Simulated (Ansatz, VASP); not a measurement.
**Ir in VASP and in Ansatz**

The input INCAR:

```
PREC = Accurate ; ENCUT = 520
EDIFF = 1E-6 ; ISMEAR = 0
SIGMA = 0.15 ; LREAL = False
LASPH = True ; NELM = 100
ALGO = Fast ; ISIF = 2
LWAVE = False ; LCHARG = False
NBANDS = 10
```

The input KPOINTS:

```
Automatic mesh
0
Gamma
  20 20 20
```

File POSCAR:

```
Ir
1.0
   -0.0523986665      1.9054060557      1.9054060557
    1.8530073892      0.0000000000      1.8530073892
    1.9054060557      1.9054060557     -0.0523986665
Ir
1
Direct
    0.0000000000      0.0000000000      0.0000000000
```

Input for Ansatz:

```yaml
crystal:
  lattice:
    - [-0.0523986665, 1.9054060557, 1.9054060557]
    - [1.8530073892, 0.0, 1.8530073892]
    - [1.9054060557, 1.9054060557, -0.0523986665]
  atoms:
    - { symbol: Ir, position: [0.0, 0.0, 0.0] }
basis:
  ecutwfc: 420
kpoints:
  mp_grid: { grid: [20, 20, 20] }
hamiltonian:
  xc: lda
  pseudopotentials: { kind: paw, azcp: { folder: soft_1 } }
scf:
  occupations: { method: gaussian, width: 0.15 }
output:
  forces: true
  stress: true
  eigenvalues: true
```

Change from the starting cell: engineering shear strain xz -0.0550, engineering shear strain yz +0.0000.

Alike in both runs: task single point; functional LDA; k mesh 20 × 20 × 20; occupations gaussian, width 0.15 eV; no spin polarisation.

|  | VASP | Ansatz |
| --- | --- | --- |
| version | VASP 6.6.1 | Ansatz 0.2.0 |
| potentials or method | VASP PAW LDA potentials, release 64 (Ir), cutoff 520 eV | scalar-relativistic, plane waves, PAW |
| valence electrons in the cell | 9 | 17 |

|  | VASP | Ansatz | Ansatz less VASP |
| --- | --- | --- | --- |
| gap on the k mesh at the Fermi level (eV) | none | none | - |
| pressure (GPa) | 6.8 | 1.7 | -5.16 |
| traceless stress, the component that is largest in VASP (GPa) | 16.73 | 16.71 | -0.026 |

Ansatz warns that its potentials were made for another functional, while VASP's fit it. LDA's correlation is that of Perdew and Zunger in VASP and of Perdew and Wang (1992) in Ansatz. A gap of «none» marks a metal or a gap that the smearing closes. One of these differences is far larger than is usual between the two programs; its cause wasn't traced. VASP's potentials hold 9 valence electrons a cell and Ansatz's 17, so a difference there can come from the potentials and not from the codes.

Neither program's run includes spin-orbit coupling.
